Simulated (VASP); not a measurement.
Write the native input for VASP 6.6.1 that does the following.

| Property | Result |
| --- | --- |
| Task | single point |
| Functional | PBE |
| Potentials or basis | VASP PAW PBE potentials, release 64 (Si, Ge_d) |
| Cutoff | 520 eV |
| k mesh | 6 × 6 × 4 |
| Occupations | gaussian, width 0.1 eV |
| Spin | no spin polarisation |
| Dipole correction | no |
| Further INCAR settings | ALGO = Normal; EDIFF = 1e-06; NBANDS = 26 |

The structure of Si5Ge lies in POSCAR:

```
Si5Ge
1.0
    5.0341869100      0.0000000000      0.0000000000
   -2.5170934600      4.3597337500      0.0000000000
    0.0000000000      0.0000000000      4.1597583800
Si Ge
5 1
Direct
    0.3333333300      0.6666666700      0.0000000000
    0.6666666700      0.3333333300      0.0000000000
    0.5000000000      0.0000000000      0.5000000000
    0.5000000000      0.5000000000      0.5000000000
    0.0000000000      0.5000000000      0.5000000000
    0.0000000000      0.0000000000      0.0000000000
```

The cell was built from a structure type or drawn by symmetry, and may not be a known phase.

The input as run:

INCAR

```
SYSTEM = Si5Ge
PREC     = Accurate       ! precision mode
ENCUT    = 520            ! plane-wave cutoff, eV
EDIFF    = 1E-6           ! SCF threshold, eV
ISMEAR   = 0              ! smearing method
SIGMA    = 0.1            ! smearing width, eV
LREAL    = .False.        ! projectors in reciprocal space
LASPH    = .True.         ! aspherical terms in the spheres
NELM     = 60             ! most SCF steps
ALGO     = Normal         ! electronic algorithm
ISIF     = 2              ! what is computed and relaxed
LWAVE    = .False.        ! write WAVECAR
LCHARG   = .False.        ! write CHGCAR
GGA      = PE             ! functional
NBANDS   = 26             ! bands
```

KPOINTS

```
regular mesh
0
Gamma
  6 6 4
  0 0 0
```

Potentials or basis: VASP PAW PBE potentials, release 64 (Si, Ge_d).

Run with:

```bash
$ cat potpaw_PBE.64/Si/POTCAR potpaw_PBE.64/Ge_d/POTCAR > POTCAR
$ mpirun -np 1 vasp_std > vasp.out
```

It gave:

```
Pressure               : 6.6 GPa
Band gap on the k mesh : zero (bands 17 and 18 overlap by 3.96 eV)
```

Caveat: the k points lie up to 0.38 Å⁻¹ apart, too coarse for converged energies and pressures of a metal.

It took 57 s on 1 thread of Intel(R) Xeon(R) 6975P-C (Granite Rapids), on a shared host, peak memory 0.22 GiB.
